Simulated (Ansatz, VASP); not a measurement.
# One calculation of C, two programs

```
C
1.0
     1.23248    0.71157    3.36094
    -1.23248    0.71157    3.36094
     0.00000   -1.42315    3.36094
C
2
Direct
  0.16192 0.16192 0.18300
  0.83808 0.83808 0.81700
```

Change from the starting cell: mode 4 frozen in at +0.024 Å and mode 6 at -0.030 Å (largest displacements).

Alike in both runs: task single point; functional PBE; dispersion D3(BJ); k mesh 15 × 15 × 15; occupations gaussian, width 0.05 eV; no spin polarisation.

|  | VASP | Ansatz |
| --- | --- | --- |
| version | VASP 6.6.1 | Ansatz 0.2.0 |
| potentials or method | VASP PAW PBE potentials, release 64 (C), cutoff 520 eV | scalar-relativistic, plane waves, PAW |
| valence electrons in the cell | 8 | 8 |

|  | VASP | Ansatz | Ansatz less VASP |
| --- | --- | --- | --- |
| gap on the k mesh at the Fermi level (eV) | 0.29 | 0.29 | +0.001 |
| least direct gap on the mesh (eV) | 0.29 | 0.29 | +0.001 |
| pressure (GPa) | 2.1 | 1.7 | -0.42 |
| traceless stress, the component that is largest in VASP (GPa) | 7.71 | 7.36 | -0.343 |
| rms of the force components (eV/Å) | 2.029 | 2.026 | -0.0023 |

Atom by atom the forces differ by 0.003 eV/Å (rms over components).
